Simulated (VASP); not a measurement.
# Mo (Fm-3m) in VASP: further runs

Runs on Mo. Level: PBE. Tasks: single point.

Everything below comes from runs of VASP 6.6.1. Logs are shortened: lines on timing, memory, paths and dates and some standing lists are left out, and cuts for length are marked.

### Step 1. The cell of the first run

The structure is cubic, space group Fm-3m (No. 225). The conventional cell has a = 3.949 Å, b = 3.949 Å, c = 3.949 Å, α = 90.00°, β = 90.00°, γ = 90.00°. Mo (site symmetry m-3m) has 12 Mo at 2.79 Å within 3.7 Å.

### Step 2. Single point, PBE (volume scaled by 0.96)

INCAR

```
SYSTEM = Mo
ALGO     = Normal         ! electronic algorithm
EDIFF    = 1E-7           ! SCF threshold, eV
ENCUT    = 520            ! plane-wave cutoff, eV
GGA      = PE             ! functional
ISIF     = 2              ! what is computed and relaxed
ISMEAR   = -1             ! smearing method
LASPH    = .TRUE.         ! aspherical terms in the spheres
LCHARG   = .FALSE.        ! write CHGCAR
LREAL    = .FALSE.        ! projectors in reciprocal space
LWAVE    = .FALSE.        ! write WAVECAR
NBANDS   = 13             ! bands
NELM     = 60             ! most SCF steps
PREC     = Accurate       ! precision mode
SIGMA    = 0.1            ! smearing width, eV
```

KPOINTS

```
k-points
0
G
  15 15 15
  0 0 0
```

POSCAR

```
Mo
1.0
    0.0000000000      1.9744712262      1.9744712262
    1.9744712262      0.0000000000      1.9744712262
    1.9744712262      1.9744712262      0.0000000000
Mo
1
Direct
    0.0000000000      0.0000000000      0.0000000000
```

Potentials or basis: VASP PAW PBE potentials, release 64 (Mo_sv).

Started as:

```
$ cat potpaw_PBE.64/Mo_sv/POTCAR > POTCAR
$ mpirun -np 1 vasp_std > vasp.out
```

OUTCAR:

```text
SYSTEM = Mo
   EDIFF = 1E-7
   ENCUT = 520
   GGA = PE
   ISIF = 2
   ISMEAR = -1
   LASPH = .TRUE.
   LREAL = .FALSE.
   NELM = 60
   PREC = Accurate

 ion  position               nearest neighbor table
   1  0.000  0.000  0.000-

  LATTYP: Found a face centered cubic cell.
 ALAT       =     3.9489424524

  Lattice vectors:

 A1 = (   0.0000000000,   1.9744712262,   1.9744712262)
 A2 = (   1.9744712262,   0.0000000000,   1.9744712262)
 A3 = (   1.9744712262,   1.9744712262,   0.0000000000)

Analysis of symmetry for initial positions (statically):
=====================================================================
 Subroutine PRICEL returns:
 Original cell was already a primitive cell.

 Routine SETGRP: Setting up the symmetry group for a
 face centered cubic supercell.

 Subroutine GETGRP returns: Found 48 space group operations
 (whereof 48 operations were pure point group operations)
 out of a pool of 48 trial point group operations.

The static configuration has the point symmetry O_h .

Analysis of symmetry for dynamics (positions and initial velocities):
=====================================================================
 Subroutine PRICEL returns:
 Original cell was already a primitive cell.

 Routine SETGRP: Setting up the symmetry group for a
 face centered cubic supercell.

 Subroutine GETGRP returns: Found 48 space group operations
 (whereof 48 operations were pure point group operations)
 out of a pool of 48 trial point group operations.

The dynamic configuration has the point symmetry O_h .

 Subroutine INISYM returns: Found 48 space group operations
 (whereof 48 operations are pure point group operations),
 and found     1 'primitive' translations

----------------------------------------------------------------------------------------

                                     Primitive cell

  volume of cell :      15.3951

  direct lattice vectors                    reciprocal lattice vectors
     0.000000000  1.974471226  1.974471226    -0.253232356  0.253232356  0.253232356
     1.974471226  0.000000000  1.974471226     0.253232356 -0.253232356  0.253232356
     1.974471226  1.974471226  0.000000000     0.253232356  0.253232356 -0.253232356

  length of vectors
     2.792323987  2.792323987  2.792323987     0.438611306  0.438611306  0.438611306

  position of ions in fractional coordinates (direct lattice)
     0.000000000  0.000000000  0.000000000

  ion indices of the primitive-cell ions
   primitive index   ion index
                 1           1

----------------------------------------------------------------------------------------

 KPOINTS: k-points

Automatic generation of k-mesh.
 Grid dimensions read from file:
 generate k-points for:   15   15   15

 Generating k-lattice:

  Cartesian coordinates                     Fractional coordinates (reciprocal lattice)
    -0.016882157  0.016882157  0.016882157     0.066666667  0.000000000  0.000000000
     0.016882157 -0.016882157  0.016882157     0.000000000  0.066666667  0.000000000
     0.016882157  0.016882157 -0.016882157     0.000000000  0.000000000  0.066666667

  Length of vectors
     0.029240754  0.029240754  0.029240754

  Shift w.r.t. Gamma in fractional coordinates (k-lattice)
     0.000000000  0.000000000  0.000000000

 Subroutine IBZKPT returns following result:
 ===========================================

 Found    120 irreducible k-points:

 Following reciprocal coordinates:
            Coordinates               Weight
  0.000000  0.000000  0.000000      1.000000
  0.066667  0.000000  0.000000      8.000000
  0.133333  0.000000  0.000000      8.000000
  0.200000  0.000000  0.000000      8.000000
  0.266667  0.000000  0.000000      8.000000
  0.333333  0.000000  0.000000      8.000000
[... 16 lines left out ...]
  0.133333  0.133333  0.000000      6.000000
  0.200000  0.133333  0.000000     24.000000
 [... further k-points ...]
   k-points           NKPTS =    120   k-points in BZ     NKDIM =    120   number of bands    NBANDS=     13
   number of dos      NEDOS =    301   number of ions     NIONS =      1
   total plane-waves  NPLWV =  13824
   dimension x,y,z NGX =    24 NGY =   24 NGZ =   24
   dimension x,y,z NGXF=    48 NGYF=   48 NGZF=   48
   ions per type =               1
   NGX,Y,Z   is equivalent  to a cutoff of  14.29, 14.29, 14.29 a.u.
   NGXF,Y,Z  is equivalent  to a cutoff of  28.58, 28.58, 28.58 a.u.
 SYSTEM =  Mo
   PREC   = accura    normal or accurate (medium, high low for compatibility)
   ISTART =      0    job   : 0-new  1-cont  2-samecut
   ICHARG =      2    charge: 1-file 2-atom 10-const
   ISPIN  =      1    spin polarized calculation?
   LNONCOLLINEAR =      F non collinear calculations
   LSORBIT =      F    spin-orbit coupling
   LASPH  =      T    aspherical Exc in radial PAW
   ENCUT  =  520.0 eV  38.22 Ry    6.18 a.u.   5.19  5.19  5.19*2*pi/ulx,y,z
   NELM   =     60;   NELMIN=  2; NELMDL= -5     # of ELM steps
   EDIFF  = 0.1E-06   stopping-criterion for ELM
   LREAL  =      F    real-space projection
   EDIFFG = 0.1E-05   stopping-criterion for IOM
   NSW    =      0    number of steps for IOM
   IBRION =     -1    ionic relax: 0-MD 1-quasi-New 2-CG
   NFREE  =      0    steps in history (QN), initial steepest desc. (CG)
   ISIF   =      2    stress and relaxation
   ISYM   =      2    0-nonsym 1-usesym 2-fastsym
   POTIM  = 0.5000    time-step for ionic-motion
   TEBEG  =    0.0;   TEEND  =   0.0 temperature during run
   PSTRESS=    0.0 pullay stress
   NELECT =      14.0000    total number of electrons
   NUPDOWN=      -1.0000    fix difference up-down
   EMIN   =  10.00;   EMAX   =-10.00  energy-range for DOS
   EFERMI =   0.00;   METHOD = LEGACY
   ISMEAR =    -1;   SIGMA  =   0.10  broadening in eV -4-tet -1-fermi 0-gaus
   EFERMI_NEDOS =   21; number of points for ismear=-14 and -15
   IALGO  =     38    algorithm
   IMIX   =      4    mixing-type and parameters
     AMIX     =   0.40;   BMIX     =  1.00
     AMIX_MAG =   1.60;   BMIX_MAG =  1.00
  volume/ion in A,a.u.               =      15.40       103.89
  Fermi-wavevector in a.u.,A,eV,Ry     =   1.586074  2.997245 34.227222  2.515630
  Thomas-Fermi vector in A             =   2.685441
   LORBIT       =      0    0 simple, 1 ext, 2 COOP (PROOUT), +10 PAW based schemes
   GGA     = PE    functional components
   LHFCALC =     F    Hartree Fock is set to
   AEXX    =    0.0000 exact exchange contribution
   IVDW    =     0    specifies the selected vdW correction
   LEPSILON=     F    determine dielectric tensor
   LRPA    =     F    only Hartree local field effects (RPA)
 non-spin polarized calculation
  energy-cutoff  :      520.00
  volume of cell :       15.40
 maximum number of plane-waves:       432
 NGX is ok and might be reduce to    24
   NGX = 11   NGY = 11   NGZ = 11

 number of electron      13.9999999 magnetization

 Free energy of the ion-electron system (eV)
  ---------------------------------------------------
  ext. energy  EPLUGINS =         0.00000000
  ---------------------------------------------------
  free energy    TOTEN  =       -10.50872578 eV

  energy without entropy =      -10.46704769  energy(sigma->0) =      -10.48788673

 E-fermi :  12.4097     XC(G=0): -13.4579

 val. band max:       12.3969932638   @ k =   0.2000   0.1333   0.0000
 cond. band min:      12.4124484311   @ k =  -0.4000   0.2000   0.0667
 fundamental gap:      0.0154551672
 Fermi energy:        12.4097338916

 k-point     1 :       0.0000    0.0000    0.0000
  band No.  band energies     occupation
      1     -48.2879      2.00000
      2     -21.5412      2.00000
      3     -21.5412      2.00000
      4     -21.5412      2.00000
      5       5.5622      2.00000
      6      11.6377      1.99911
      7      11.6377      1.99911
      8      11.6377      1.99911
      9      14.4732      0.00000
     10      14.4732      0.00000
     11      25.5279      0.00000
     12      30.9808      0.00000
     13      30.9808      0.00000

 k-point     2 :       0.0667    0.0000    0.0000
  band No.  band energies     occupation
      1     -48.2767      2.00000
      2     -21.6095      2.00000
      3     -21.5496      2.00000
      4     -21.5496      2.00000
      5       5.7518      2.00000
      6      11.5070      1.99976
      7      11.7238      1.99790
      8      11.7238      1.99790
      9      14.4016      0.00000
     10      14.4016      0.00000
     11      25.8965      0.00000
     12      30.1979      0.00000
     13      31.3243      0.00000

 k-point     3 :       0.1333    0.0000    0.0000
  band No.  band energies     occupation
      1     -48.2450      2.00000
      2     -21.8002      2.00000
      3     -21.5734      2.00000
      4     -21.5734      2.00000
      5       6.2783      2.00000
      6      11.2039      1.99999
      7      11.9311      1.98345
      8      11.9311      1.98345
      9      14.2666      0.00000
     10      14.2666      0.00000
     11      26.8310      0.00000
     12      28.8180      0.00000
     13      32.3102      0.00000
[... 305 lines left out ...]
 k-point    23 :       0.1333    0.1333    0.0000
  band No.  band energies     occupation
      1     -48.2307      2.00000
      2     -21.7921      2.00000
      3     -21.6306      2.00000
      4     -21.6306      2.00000
      5       6.5180      2.00000
      6      10.7845      2.00000
      7      12.2409      1.68813
      8      12.2409      1.68813
      9      13.4876      0.00004
     10      14.7786      0.00000
     11      27.3921      0.00000
     12      29.7955      0.00000
     13      31.6032      0.00000

 k-point    24 :       0.2000    0.1333    0.0000
  band No.  band energies     occupation
      1     -48.1957      2.00000
      2     -21.9707      2.00000
      3     -21.6755      2.00000
      4     -21.6633      2.00000
      5       7.0748      2.00000
      6      10.4267      2.00000
      7      12.3970      1.06362
      8      12.5342      0.44727
      9      13.3105      0.00024
     10      14.9367      0.00000
     11      28.3977      0.00000
     12      29.0325      0.00000
     13      32.0645      0.00000

 [... further k-points ...]
[... 5 lines left out ...]
  --------------------------------------------------------------------------------------
  -------------------------------------------------------------------------------------
  Total        1.1011198      1.1011198      1.1011198      0.0000000      0.0000000      0.0000000
  in kB      114.5942282    114.5942282    114.5942282      0.0000000      0.0000000      0.0000000
  external PRESSURE =     114.5942282 kB  Pullay stress =       0.0000000 kB

 VOLUME and BASIS-vectors are now :
 -----------------------------------------------------------------------------
  energy-cutoff  :      520.00
  volume of cell :       15.40
      direct lattice vectors                 reciprocal lattice vectors
     0.000000000  1.974471226  1.974471226    -0.253232356  0.253232356  0.253232356
     1.974471226  0.000000000  1.974471226     0.253232356 -0.253232356  0.253232356
     1.974471226  1.974471226  0.000000000     0.253232356  0.253232356 -0.253232356

 POSITION                                       TOTAL-FORCE (eV/Angst)
 -----------------------------------------------------------------------------------
      0.00000      0.00000      0.00000         0.000000      0.000000      0.000000
 -----------------------------------------------------------------------------------
    total drift:                                0.000000     -0.000000     -0.000000

  FREE ENERGIE OF THE ION-ELECTRON SYSTEM (eV)
  ---------------------------------------------------
  free  energy   TOTEN  =       -10.5087257821 eV

  energy  without entropy=      -10.4670476866  energy(sigma->0) =      -10.48788673
```

Run time: 25 s. Hardware: 1 thread of Intel Xeon 8259CL, shared host; peak memory 0.16 GiB.

What came out:

- Free energy: -10.5087 eV
- Pressure: 11.5 GPa
- Band gap on the k mesh: zero (band 7 reaches 16.50 eV, above the bottom of band 8 at 11.64 eV)

Levels at points of the mesh, in eV from the Fermi level:
| k point | band 3 | band 4 | band 5 | band 6 | band 7 | band 8 | band 9 | band 10 | band 11 | band 12 |
| --- | --- | --- | --- | --- | --- | --- | --- | --- | --- | --- |
| (0.00, 0.00, 0.00) | -33.95 | -33.95 | -6.85 | -0.77 | -0.77 | -0.77 | 2.06 | 2.06 | 13.12 | 18.57 |

(Part 1 of 2 ends here.)
